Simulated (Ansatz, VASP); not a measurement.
# Two plane-wave programs on CdS

```
Cd S
1.0
     4.15000    0.00000    0.00000
    -2.07500    3.59401    0.00000
     0.00000    0.00000    6.73700
Cd S
2 2
Direct
  0.66667 0.33333 0.50000
  0.33333 0.66667 0.00000
  0.66667 0.33333 0.87500
  0.33333 0.66667 0.37500
```

Alike in both runs: functional r2SCAN50; k mesh 4 × 4 × 2; occupations fermi-dirac, width 0.05 eV; no spin polarisation.

|  | VASP | Ansatz |
| --- | --- | --- |
| version | VASP 6.6.1 | Ansatz 0.2.0 |
| potentials or method | VASP PAW PBE potentials, release 64 (Cd, S) | Ansatz PAW |
| plane-wave cutoff (eV) | 520 | 500 |
| valence electrons in the cell | 36 | 52 |
| task | single point | band structure |

```tsv
	VASP	Ansatz	Ansatz less VASP
gap on the k mesh at the Fermi level (eV)	4.81	4.75	-0.058
least direct gap on the mesh (eV)	4.81	4.75	-0.058
pressure (GPa)	-0.3	-0.4	-0.08
traceless stress, the component that is largest in VASP (GPa)	0.25	0.23	-0.020
rms of the force components (eV/Å)	0.040	0.040	+0.0001
```

VASP's potentials were made for PBE, not for r2SCAN50. Atom by atom the forces differ by 0.000 eV/Å (rms over components). With one functional, cell and mesh, what is left measures potentials, basis and numerics. VASP's potentials hold 36 valence electrons a cell and Ansatz's 52, so a difference there can come from the potentials and not from the codes.

The k mesh is coarse, so the values compare programs but aren't converged.
